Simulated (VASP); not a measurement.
Set up this calculation in VASP 6.6.1, as the native input.

```yaml
Task: single point
Functional: PBE
Potentials_or_basis: VASP PAW PBE potentials, release 64 (Os)
Cutoff: 520 eV
k_mesh: 17 × 17 × 17
Occupations: fermi-dirac, width 0.05 eV
Spin: no spin polarisation
Dipole_correction: no
Further_INCAR_settings: ALGO = Normal; EDIFF = 1e-07; NBANDS = 10
```

The structure of Os lies in POSCAR:

```
Os
1.0
    0.0000000000      1.9282488705      1.9282488705
    1.9282488705      0.0000000000      1.9282488705
    1.9282488705      1.9282488705      0.0000000000
Os
1
Direct
    0.0000000000      0.0000000000      0.0000000000
```

The input as run:

INCAR

```
ALGO     = Normal         # electronic algorithm
EDIFF    = 1E-7           # SCF threshold, eV
ENCUT    = 520            # plane-wave cutoff, eV
GGA      = PE             # functional
ISIF     = 2              # what is computed and relaxed
ISMEAR   = -1             # smearing method
LASPH    = True           # aspherical terms in the spheres
LCHARG   = True           # write CHGCAR
LELF     = True           # ELF
LREAL    = False          # projectors in reciprocal space
LVHAR    = True         
LWAVE    = False          # write WAVECAR
NBANDS   = 10             # bands
NELM     = 60             # most SCF steps
PREC     = Accurate       # precision mode
SIGMA    = 0.05           # smearing width, eV
```

KPOINTS

```
k-points
0
Gamma
  17 17 17
```

Potentials or basis: VASP PAW PBE potentials, release 64 (Os).

The run is started by

```console
$ cat potpaw_PBE.64/Os/POTCAR > POTCAR
$ mpirun -np 1 vasp_std > vasp.out
```

Results of the run:

The pressure is -0.1 GPa. The band gap on the k mesh is zero (band 4 reaches 11.28 eV, above the bottom of band 5 at 7.51 eV).

Caveat: spin-orbit coupling is left out, which moves the levels of the heavy elements.

Wall time 15 s on 1 thread of Intel(R) Xeon(R) Platinum 8259CL CPU @ 2.50GHz (Skylake/Cascade Lake) (shared host), peak memory 0.14 GiB.
